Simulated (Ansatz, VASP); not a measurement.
# One calculation of Ti3Al, two programs

File INCAR:

```
PREC = Accurate ; ENCUT = 520
EDIFF = 1E-6 ; ISMEAR = 0
SIGMA = 0.15 ; LREAL = F
LASPH = T ; NELM = 80
ALGO = Fast ; ISIF = 2
LWAVE = F ; LCHARG = F
GGA = PE ; NBANDS = 28
```

File KPOINTS:

```
regular mesh
0
Gamma
  18 18 6
```

Contents of POSCAR:

```
Ti3Al
1.0
    2.8627599787      0.0000000000      0.0000000000
   -1.4313799893      2.4792228665      0.0000000000
    0.0000000000      0.0000000000     10.1839823481
Ti Al
3 1
Direct
    0.6666666667      0.3333333333      0.0000000000
    0.3333333333      0.6666666667      0.7504575700
    0.3333333333      0.6666666667      0.2495424300
    0.6666666667      0.3333333333      0.5000000000
```

Input for Ansatz:

```yaml
crystal:
  lattice:
    - [2.8627599787, 0.0, 0.0]
    - [-1.4313799893, 2.4792228665, 0.0]
    - [0.0, 0.0, 10.1839823481]
  atoms:
    - { symbol: Ti, position: [0.6666666667, 0.3333333333, 0.0] }
    - { symbol: Ti, position: [0.3333333333, 0.6666666667, 0.75045757] }
    - { symbol: Ti, position: [0.3333333333, 0.6666666667, 0.24954243] }
    - { symbol: Al, position: [0.6666666667, 0.3333333333, 0.5] }
basis:
  ecutwfc: 520.0
kpoints:
  mp_grid: { grid: [18, 18, 6] }
hamiltonian:
  xc: pbe
  pseudopotentials: { kind: paw, azcp: { folder: soft_1 } }
scf:
  occupations: { method: gaussian, width: 0.15 }
output:
  forces: true
  stress: true
  eigenvalues: true
```

Alike in both runs: task single point; functional PBE; k mesh 18 × 18 × 6; occupations gaussian, width 0.15 eV; no spin polarisation.

|  | VASP | Ansatz |
| --- | --- | --- |
| version | VASP 6.6.1 | Ansatz 0.2.0 |
| potentials or method | VASP PAW PBE potentials, release 64 (Ti_sv, Al), cutoff 520 eV | scalar-relativistic, plane waves, PAW |
| valence electrons in the cell | 39 | 39 |

Ansatz gave:

| Item | Value |
| --- | --- |
| gap on the k mesh at the Fermi level (eV) | none |
| pressure (GPa) | -5.0 |
| traceless stress, the component that is largest in VASP (GPa) | -9.43 |
| rms of the force components (eV/Å) | 0.094 |

Problem. Which values does VASP return?

Solution. gap on the k mesh at the Fermi level (eV): none; pressure (GPa): -5.1; traceless stress, the component that is largest in VASP (GPa): -9.34; rms of the force components (eV/Å): 0.092.

Atom by atom the forces differ by 0.002 eV/Å (rms over components). A gap of «none» marks a metal or a gap that the smearing closes. With one functional, cell and mesh, what is left measures potentials, basis and numerics.
